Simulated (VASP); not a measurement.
A run of VASP 6.6.1 is set up as follows.

Contents of INCAR:

```
PREC     = Accurate       # precision mode
ENCUT    = 520            # plane-wave cutoff, eV
EDIFF    = 1E-6           # SCF threshold, eV
ISMEAR   = 0              # smearing method
SIGMA    = 0.02           # smearing width, eV
LREAL    = False          # projectors in reciprocal space
LASPH    = True           # aspherical terms in the spheres
NELM     = 100            # most SCF steps
ALGO     = Normal         # electronic algorithm
ISIF     = 2              # what is computed and relaxed
LWAVE    = False          # write WAVECAR
LCHARG   = True           # write CHGCAR
GGA      = PE             # functional
LELF     = True           # ELF
LVHAR    = True         
NBANDS   = 33             # bands
```

The input KPOINTS:

```
regular mesh
0
Gamma
  6 6 10
```

The input POSCAR:

```
TiO2
1.0
    4.6433175447      0.0000000000      0.0000000000
    0.0000000000      4.6433175447      0.0000000000
    0.0000000000      0.0000000000      2.9638680014
Ti O
2 4
Direct
    0.5000000000      0.5000000000      0.0000000000
    0.0000000000      0.0000000000      0.5000000000
    0.6948714494      0.6948714494      0.5000000000
    0.8051285506      0.1948714494      0.0000000000
    0.1948714494      0.8051285506      0.0000000000
    0.3051285506      0.3051285506      0.5000000000
```

Potentials or basis: VASP PAW PBE potentials, release 64 (Ti_sv, O).

Command:

```sh
$ cat potpaw_PBE.64/Ti_sv/POTCAR potpaw_PBE.64/O/POTCAR > POTCAR
$ mpirun -np 1 vasp_std > vasp.out
```

(1) Predict the pressure.

(2) What does it give for the band gap on the k mesh?

(3) Predict the largest force.

Results:

(1) 0.7 GPa.

(2) 1.84 eV, direct.

(3) 0.029 eV/Å.
